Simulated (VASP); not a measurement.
# BaTiO3 (Pm-3m) in VASP: notebook

Aim: see how the results for BaTiO3 move with the level of theory and the settings. Levels: LDA, PBE. Tasks: single point.

Everything below comes from runs of VASP 6.6.1. Logs are shortened: lines on timing, memory, paths and dates and some standing lists are left out, and cuts for length are marked.

### 1 The cell of the first run

Symmetry: Pm-3m, No. 221, cubic system. Conventional cell: a = 3.935 Å, b = 3.935 Å, c = 3.935 Å, α = 90.00°, β = 90.00°, γ = 90.00°. Ba (site symmetry m-3m) has 12 O at 2.78 Å and 8 Ti at 3.41 Å within 3.7 Å. Ti (site symmetry m-3m) has 6 O at 1.97 Å within 2.6 Å. Within 2.6 Å of O (site symmetry 4/mmm) lie 2 Ti at 1.97 Å.

### 2 Single point, LDA

Input file INCAR:

```
SYSTEM = BaTiO3
ALGO = Normal ; EDIFF = 1E-6
ENCUT = 1340 ; GGA = CA
GGA_COMPAT = .FALSE. ; ISIF = 2
ISMEAR = -1 ; LASPH = .TRUE.
LCHARG = .FALSE. ; LREAL = .FALSE.
LWAVE = .FALSE. ; NBANDS = 28
NELM = 120 ; PREC = Accurate
SIGMA = 0.02
```

Input file KPOINTS:

```
k-points
0
G
  6 6 6
  0 0 0
```

Input file POSCAR:

```
BaTiO3
1.0
    3.9345624786      0.0000000000      0.0000000000
    0.0000000000      3.9345624786      0.0000000000
    0.0000000000      0.0000000000      3.9345624786
Ba Ti O
1 1 3
Direct
    0.5000000000      0.5000000000      0.5000000000
    0.0000000000      0.0000000000      0.0000000000
    0.5000000000      0.0000000000      0.0000000000
    0.0000000000      0.5000000000      0.0000000000
    0.0000000000      0.0000000000      0.5000000000
```

Potentials or basis: VASP PAW LDA potentials, release 64 (Ba_sv, Ti_sv, O_h).

Started as:

```
cat potpaw_LDA.64/Ba_sv/POTCAR potpaw_LDA.64/Ti_sv/POTCAR potpaw_LDA.64/O_h/POTCAR > POTCAR
mpirun -np 1 vasp_std > vasp.out
```

OUTCAR:

```text
SYSTEM = BaTiO3
   EDIFF = 1E-6
   ENCUT = 1340
   GGA = CA
   ISIF = 2
   ISMEAR = -1
   LASPH = .TRUE.
   LREAL = .FALSE.
   NELM = 120
   PREC = Accurate

 ion  position               nearest neighbor table
   1  0.500  0.500  0.500-   3 2.78   4 2.78   5 2.78   3 2.78   4 2.78   3 2.78   5 2.78   3 2.78
                             4 2.78   5 2.78   4 2.78   5 2.78   2 3.41   2 3.41   2 3.41   2 3.41
   2  0.000  0.000  0.000-   3 1.97   4 1.97   5 1.97   5 1.97   4 1.97   3 1.97   1 3.41   1 3.41
                             1 3.41   1 3.41   1 3.41   1 3.41   1 3.41   1 3.41
   3  0.500  0.000  0.000-   2 1.97   2 1.97   1 2.78   1 2.78   1 2.78   1 2.78
   4  0.000  0.500  0.000-   2 1.97   2 1.97   1 2.78   1 2.78   1 2.78   1 2.78
   5  0.000  0.000  0.500-   2 1.97   2 1.97   1 2.78   1 2.78   1 2.78   1 2.78

  LATTYP: Found a simple cubic cell.
 ALAT       =     3.9345624786

  Lattice vectors:

 A1 = (   3.9345624786,   0.0000000000,   0.0000000000)
 A2 = (   0.0000000000,   3.9345624786,   0.0000000000)
 A3 = (   0.0000000000,   0.0000000000,   3.9345624786)

Analysis of symmetry for initial positions (statically):
=====================================================================
 Subroutine PRICEL returns:
 Original cell was already a primitive cell.

 Routine SETGRP: Setting up the symmetry group for a
 simple cubic supercell.

 Subroutine GETGRP returns: Found 48 space group operations
 (whereof 48 operations were pure point group operations)
 out of a pool of 48 trial point group operations.

The static configuration has the point symmetry O_h .

Analysis of symmetry for dynamics (positions and initial velocities):
=====================================================================
 Subroutine PRICEL returns:
 Original cell was already a primitive cell.

 Routine SETGRP: Setting up the symmetry group for a
 simple cubic supercell.

 Subroutine GETGRP returns: Found 48 space group operations
 (whereof 48 operations were pure point group operations)
 out of a pool of 48 trial point group operations.

The dynamic configuration has the point symmetry O_h .

 Subroutine INISYM returns: Found 48 space group operations
 (whereof 48 operations are pure point group operations),
 and found     1 'primitive' translations

----------------------------------------------------------------------------------------

                                     Primitive cell

  volume of cell :      60.9101

  direct lattice vectors                    reciprocal lattice vectors
     3.934562479  0.000000000  0.000000000     0.254157865  0.000000000  0.000000000
     0.000000000  3.934562479  0.000000000     0.000000000  0.254157865  0.000000000
     0.000000000  0.000000000  3.934562479     0.000000000  0.000000000  0.254157865

  length of vectors
     3.934562479  3.934562479  3.934562479     0.254157865  0.254157865  0.254157865

  position of ions in fractional coordinates (direct lattice)
     0.500000000  0.500000000  0.500000000
     0.000000000  0.000000000  0.000000000
     0.500000000  0.000000000  0.000000000
     0.000000000  0.500000000  0.000000000
     0.000000000  0.000000000  0.500000000

  ion indices of the primitive-cell ions
   primitive index   ion index
                 1           1
                 2           2
                 3           3
                 4           4
                 5           5

----------------------------------------------------------------------------------------

 KPOINTS: k-points

Automatic generation of k-mesh.
 Grid dimensions read from file:
 generate k-points for:    6    6    6

 Generating k-lattice:

  Cartesian coordinates                     Fractional coordinates (reciprocal lattice)
     0.042359644  0.000000000  0.000000000     0.166666667  0.000000000  0.000000000
     0.000000000  0.042359644  0.000000000     0.000000000  0.166666667  0.000000000
     0.000000000  0.000000000  0.042359644     0.000000000  0.000000000  0.166666667

  Length of vectors
     0.042359644  0.042359644  0.042359644

  Shift w.r.t. Gamma in fractional coordinates (k-lattice)
     0.000000000  0.000000000  0.000000000

 Subroutine IBZKPT returns following result:
 ===========================================

 Found     20 irreducible k-points:

 Following reciprocal coordinates:
            Coordinates               Weight
  0.000000  0.000000  0.000000      1.000000
  0.166667  0.000000  0.000000      6.000000
  0.333333  0.000000  0.000000      6.000000
  0.500000  0.000000  0.000000      3.000000
  0.166667  0.166667  0.000000     12.000000
  0.333333  0.166667  0.000000     24.000000
[... 12 lines left out ...]
  0.500000  0.500000  0.333333      6.000000
  0.500000  0.500000  0.500000      1.000000
   k-points           NKPTS =     20   k-points in BZ     NKDIM =     20   number of bands    NBANDS=     28
   number of dos      NEDOS =    301   number of ions     NIONS =      5
   total plane-waves  NPLWV = 110592
   dimension x,y,z NGX =    48 NGY =   48 NGZ =   48
   dimension x,y,z NGXF=    96 NGYF=   96 NGZF=   96
   ions per type =               1   1   3
   NGX,Y,Z   is equivalent  to a cutoff of  20.28, 20.28, 20.28 a.u.
   NGXF,Y,Z  is equivalent  to a cutoff of  40.56, 40.56, 40.56 a.u.
 SYSTEM =  BaTiO3
   PREC   = accura    normal or accurate (medium, high low for compatibility)
   ISTART =      0    job   : 0-new  1-cont  2-samecut
   ICHARG =      2    charge: 1-file 2-atom 10-const
   ISPIN  =      1    spin polarized calculation?
   LNONCOLLINEAR =      F non collinear calculations
   LSORBIT =      F    spin-orbit coupling
   LASPH  =      T    aspherical Exc in radial PAW
   ENCUT  = 1340.0 eV  98.49 Ry    9.92 a.u.  11.74 11.74 11.74*2*pi/ulx,y,z
   NELM   =    120;   NELMIN=  2; NELMDL= -5     # of ELM steps
   EDIFF  = 0.1E-05   stopping-criterion for ELM
   LREAL  =      F    real-space projection
   EDIFFG = 0.1E-04   stopping-criterion for IOM
   NSW    =      0    number of steps for IOM
   IBRION =     -1    ionic relax: 0-MD 1-quasi-New 2-CG
   NFREE  =      0    steps in history (QN), initial steepest desc. (CG)
   ISIF   =      2    stress and relaxation
   ISYM   =      2    0-nonsym 1-usesym 2-fastsym
   POTIM  = 0.5000    time-step for ionic-motion
   TEBEG  =    0.0;   TEEND  =   0.0 temperature during run
   PSTRESS=    0.0 pullay stress
   NELECT =      40.0000    total number of electrons
   NUPDOWN=      -1.0000    fix difference up-down
   EMIN   =  10.00;   EMAX   =-10.00  energy-range for DOS
   EFERMI =   0.00;   METHOD = LEGACY
   ISMEAR =    -1;   SIGMA  =   0.02  broadening in eV -4-tet -1-fermi 0-gaus
   EFERMI_NEDOS =   21; number of points for ismear=-14 and -15
   IALGO  =     38    algorithm
   IMIX   =      4    mixing-type and parameters
     AMIX     =   0.40;   BMIX     =  1.00
     AMIX_MAG =   1.60;   BMIX_MAG =  1.00
  volume/ion in A,a.u.               =      12.18        82.21
  Fermi-wavevector in a.u.,A,eV,Ry     =   1.422979  2.689040 27.550005  2.024868
  Thomas-Fermi vector in A             =   2.543625
   LORBIT       =      0    0 simple, 1 ext, 2 COOP (PROOUT), +10 PAW based schemes
   GGA     = CA    functional components
   LHFCALC =     F    Hartree Fock is set to
   AEXX    =    0.0000 exact exchange contribution
   IVDW    =     0    specifies the selected vdW correction
   LEPSILON=     F    determine dielectric tensor
   LRPA    =     F    only Hartree local field effects (RPA)
 non-spin polarized calculation
  energy-cutoff  :     1340.00
  volume of cell :       60.91
 maximum number of plane-waves:      6816
 NGX is ok and might be reduce to    48
   NGX = 23   NGY = 23   NGZ = 23

 number of electron      40.0000000 magnetization

 Free energy of the ion-electron system (eV)
  ---------------------------------------------------
  ext. energy  EPLUGINS =         0.00000000
  ---------------------------------------------------
  free energy    TOTEN  =       -44.17766883 eV

  energy without entropy =      -44.17766883  energy(sigma->0) =      -44.17766883

 E-fermi :   4.8547     XC(G=0): -12.0071

 val. band max:        4.3153376652   @ k =   0.5000   0.5000   0.5000
 cond. band min:       6.0703677862   @ k =   0.0000   0.0000   0.0000
 fundamental gap:      1.7550301209
 Fermi energy:         4.8547160636

 k-point     1 :       0.0000    0.0000    0.0000
  band No.  band energies     occupation
      1     -51.3527      2.00000
      2     -27.9986      2.00000
      3     -27.9986      2.00000
      4     -27.9986      2.00000
      5     -20.2366      2.00000
      6     -12.3724      2.00000
[... 20 lines left out ...]
     27       9.2768      0.00000
     28      12.1075      0.00000

 k-point     2 :       0.1667    0.0000    0.0000
  band No.  band energies     occupation
      1     -51.3524      2.00000
      2     -28.0162      2.00000
      3     -27.9979      2.00000
      4     -27.9979      2.00000
      5     -20.1968      2.00000
      6     -12.4191      2.00000
[... 20 lines left out ...]
     27       9.8634      0.00000
     28      12.7814      0.00000

 k-point     3 :       0.3333    0.0000    0.0000
  band No.  band energies     occupation
      1     -51.3517      2.00000
      2     -28.0511      2.00000
      3     -27.9964      2.00000
      4     -27.9964      2.00000
      5     -20.1149      2.00000
      6     -12.6181      2.00000
[... 20 lines left out ...]
     27      11.2320      0.00000
     28      12.7881      0.00000

 k-point     4 :       0.5000    0.0000    0.0000
  band No.  band energies     occupation
      1     -51.3513      2.00000
      2     -28.0684      2.00000
      3     -27.9957      2.00000
      4     -27.9957      2.00000
      5     -20.0728      2.00000
      6     -12.7385      2.00000
[... 20 lines left out ...]
     27      12.1046      0.00000
     28      12.6757      0.00000

 k-point     5 :       0.1667    0.1667    0.0000
  band No.  band energies     occupation
      1     -51.3520      2.00000
      2     -28.0159      2.00000
      3     -28.0148      2.00000
      4     -27.9972      2.00000
      5     -20.1606      2.00000
      6     -12.4047      2.00000
[... 20 lines left out ...]
     27      10.4173      0.00000
     28      12.9470      0.00000

 k-point     6 :       0.3333    0.1667    0.0000
  band No.  band energies     occupation
      1     -51.3513      2.00000
      2     -28.0500      2.00000
      3     -28.0136      2.00000
      4     -27.9957      2.00000
      5     -20.0866      2.00000
      6     -12.5029      2.00000
[... 339 lines left out ...]
      5     -19.9561      2.00000
      6     -11.8842      2.00000
[... 20 lines left out ...]
     27      12.3964      0.00000
     28      12.4035      0.00000

 k-point    18 :       0.5000    0.3333    0.3333
  band No.  band energies     occupation
      1     -51.3492      2.00000
      2     -28.0614      2.00000
      3     -28.0441      2.00000
      4     -28.0436      2.00000
      5     -19.9314      2.00000
      6     -11.7645      2.00000
[... 20 lines left out ...]
     27      12.2563      0.00000
     28      12.4497      0.00000

 k-point    19 :       0.5000    0.5000    0.3333
  band No.  band energies     occupation
      1     -51.3488      2.00000
      2     -28.0604      2.00000
      3     -28.0604      2.00000
      4     -28.0430      2.00000
      5     -19.9083      2.00000
      6     -11.5482      2.00000
[... 20 lines left out ...]
     27      12.1161      0.00000
     28      12.5902      0.00000

 k-point    20 :       0.5000    0.5000    0.5000
  band No.  band energies     occupation
      1     -51.3485      2.00000
      2     -28.0594      2.00000
      3     -28.0594      2.00000
      4     -28.0594      2.00000
      5     -19.8861      2.00000
      6     -11.3660      2.00000
[... 20 lines left out ...]
     27      12.5904      0.00000
     28      12.5904      0.00000

------------------------ aborting loop because EDIFF is reached ----------------------------------------

  FORCE on cell =-STRESS in cart. coord.  units (eV):
  Direction    XX          YY          ZZ          XY          YZ          ZX
  --------------------------------------------------------------------------------------
  -------------------------------------------------------------------------------------
  Total        0.8878984      0.8878984      0.8878984      0.0000000      0.0000000     -0.0000000
  in kB       23.3552493     23.3552493     23.3552493      0.0000000      0.0000000     -0.0000000
  external PRESSURE =      23.3552493 kB  Pullay stress =       0.0000000 kB

 VOLUME and BASIS-vectors are now :
 -----------------------------------------------------------------------------
  energy-cutoff  :     1340.00
  volume of cell :       60.91
      direct lattice vectors                 reciprocal lattice vectors
     3.934562479  0.000000000  0.000000000     0.254157865  0.000000000  0.000000000
     0.000000000  3.934562479  0.000000000     0.000000000  0.254157865  0.000000000
     0.000000000  0.000000000  3.934562479     0.000000000  0.000000000  0.254157865

 POSITION                                       TOTAL-FORCE (eV/Angst)
 -----------------------------------------------------------------------------------
      1.96728      1.96728      1.96728         0.000000      0.000000      0.000000
      0.00000      0.00000      0.00000         0.000000      0.000000      0.000000
      1.96728      0.00000      0.00000         0.000000      0.000000      0.000000
      0.00000      1.96728      0.00000         0.000000      0.000000      0.000000
      0.00000      0.00000      1.96728         0.000000      0.000000      0.000000
 -----------------------------------------------------------------------------------
    total drift:                                0.000000      0.000000      0.000000

  FREE ENERGIE OF THE ION-ELECTRON SYSTEM (eV)
  ---------------------------------------------------
  free  energy   TOTEN  =       -44.1776688272 eV

  energy  without entropy=      -44.1776688272  energy(sigma->0) =      -44.17766883
```

Run time: 2 min. Hardware: 1 thread of Intel Xeon Platinum 8259CL at 2.50GHz (Skylake/Cascade Lake), shared host; peak memory 0.37 GiB.

What came out:

- Free energy: -44.1777 eV
- Pressure: 2.3 GPa
- Band gap on the k mesh: 1.76 eV (least direct gap 1.84 eV)

Caveat: spin-orbit coupling is left out, which moves the levels of the heavy elements. A k mesh can miss the band edges.

### 3 Single point, PBE

This run uses another cell than the first one, of 12.74 Å³/atom.

Input file INCAR:

```
SYSTEM = BaTiO3
PREC = Accurate
ENCUT = 1340
EDIFF = 1E-6
ISMEAR = -1
SIGMA = 0.02
LREAL = .FALSE.
LASPH = .TRUE.
NELM = 120
ALGO = Normal
ISIF = 2
LWAVE = .FALSE.
LCHARG = .FALSE.
GGA = PE
NBANDS = 28
GGA_COMPAT = .FALSE.
```

Input file KPOINTS:

```
Automatic mesh
0
G
  6 6 6
  0 0 0
```

Edit POSCAR of step 2 so:

```diff
@@ -2,5 +2,5 @@
 1.0
-    3.9345624786      0.0000000000      0.0000000000
-    0.0000000000      3.9345624786      0.0000000000
-    0.0000000000      0.0000000000      3.9345624786
+    3.9940950307      0.0000000000      0.0000000000
+    0.0000000000      3.9940950307      0.0000000000
+    0.0000000000      0.0000000000      3.9940950307
 Ba Ti O
```

Potentials or basis: VASP PAW PBE potentials, release 64 (Ba_sv, Ti_sv, O_h).

Started as:

```
cat potpaw_PBE.64/Ba_sv/POTCAR potpaw_PBE.64/Ti_sv/POTCAR potpaw_PBE.64/O_h/POTCAR > POTCAR
mpirun -np 1 vasp_std > vasp.out
```

Run time: 84 s. Hardware: 1 thread of Intel Xeon 6975P-C (Granite Rapids), shared host; peak memory 0.41 GiB.

The run converged. Its results:

```
Free energy            : -39.9821 eV
Pressure               : 4.6 GPa
Band gap on the k mesh : 1.76 eV (least direct gap 1.90 eV)
```

Levels at points of the mesh, in eV from the valence-band top:
```tsv
k point	band 17	band 18	band 19	band 20	band 21	band 22	band 23	band 24
(0.00, 0.00, 0.00)	-1.10	-0.14	-0.14	-0.14	1.76	1.76	1.76	3.95
(0.50, 0.00, 0.00)	-1.84	-1.84	-0.71	-0.71	1.92	3.52	3.52	3.96
(0.50, 0.50, 0.00)	-1.71	-0.87	-0.87	-0.09	3.53	3.53	3.94	4.81
(0.50, 0.50, 0.50)	-2.40	0.00	0.00	0.00	4.20	4.20	4.20	6.76
```

Caveat: the cell stands under pressure; spin-orbit coupling is left out, which moves the levels of the heavy elements. A k mesh can miss the band edges.
